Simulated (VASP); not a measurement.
Input of a VASP 6.6.1 run:

The input INCAR:

```
PREC = Accurate
ENCUT = 600
EDIFF = 1E-7
ISMEAR = 0
SIGMA = 0.15
LREAL = F
LASPH = T
NELM = 100
ALGO = Normal
ISIF = 3
LWAVE = F
LCHARG = F
GGA = PE
IBRION = 2
NSW = 36
EDIFFG = -0.08
```

KPOINTS

```
regular mesh
0
Gamma
  4 4 4
```

Contents of POSCAR:

```
Nb2PdSe5
1.0
   -2.3310651300      2.3310651300      8.4434420000
    2.3310651300     -2.3310651300      8.4434420000
    2.3310651300      2.3310651300     -8.4434420000
Nb Pd Se
2 1 5
Direct
    0.7466854500      0.7466854500      0.0000000000
    0.2533145500      0.2533145500      0.0000000000
    0.0000000000      0.0000000000      0.0000000000
    0.5000000000      0.5000000000      0.0000000000
    0.8551761700      0.3551761700      0.5000000000
    0.3551761700      0.8551761700      0.5000000000
    0.1448238300      0.6448238300      0.5000000000
    0.6448238300      0.1448238300      0.5000000000
```

Potentials or basis: VASP PAW PBE potentials, release 64 (Nb_sv, Pd, Se).

Run with:

```console
$ cat potpaw_PBE.64/Nb_sv/POTCAR potpaw_PBE.64/Pd/POTCAR potpaw_PBE.64/Se/POTCAR > POTCAR
$ mpirun -np 1 vasp_std > vasp.out
```

Question: What does it give for the relaxed volume?

Answer: 18.42 Å³/atom.

Question: Estimate the relaxed cell.

Answer: a = 7.557 Å, b = 7.557 Å, c = 7.557 Å, α = 144.13°, β = 144.13°, γ = 51.63°.

The path:
| step | energy change (eV) | largest force (eV/Å) | pressure (GPa) | volume (Å³) |
| --- | --- | --- | --- | --- |
| 1 | 0.0000 | 1.7299 | -12.38 | 183.52 |
| 2 | -0.9470 | 0.8143 | 14.91 | 140.31 |
| 3 | -1.5519 | 0.5629 | 0.72 | 154.69 |
| 4 | -1.5524 | 0.5685 | 1.13 | 154.14 |
| 5 | -1.7388 | 0.4464 | 0.69 | 154.61 |
| 6 | -1.8350 | 0.5470 | 0.35 | 154.99 |
| 7 | -1.9014 | 0.3582 | -1.73 | 156.22 |
| 8 | -1.9252 | 0.1629 | -3.76 | 157.52 |
| 9 | -1.9495 | 0.1504 | -3.68 | 156.81 |
| 10 | -2.0139 | 0.1079 | -3.32 | 154.68 |
| 11 | -2.0840 | 0.2775 | -2.15 | 150.31 |
| 12 | -2.0856 | 0.3111 | -1.90 | 149.57 |
| 13 | -2.1028 | 0.2785 | -0.93 | 148.45 |
| 14 | -2.1097 | 0.2455 | 0.08 | 147.34 |
| 15 | -2.1099 | 0.2391 | 0.27 | 147.14 |
| 16 | -2.1132 | 0.1970 | 0.19 | 147.19 |
| 17 | -2.1181 | 0.0735 | -0.06 | 147.36 |

Caveat: the volume moved by over 15 % at a fixed basis, so the end points are rough; the relaxation stopped at a loose force limit of 0.08 eV/Å, so its end isn't a converged minimum.
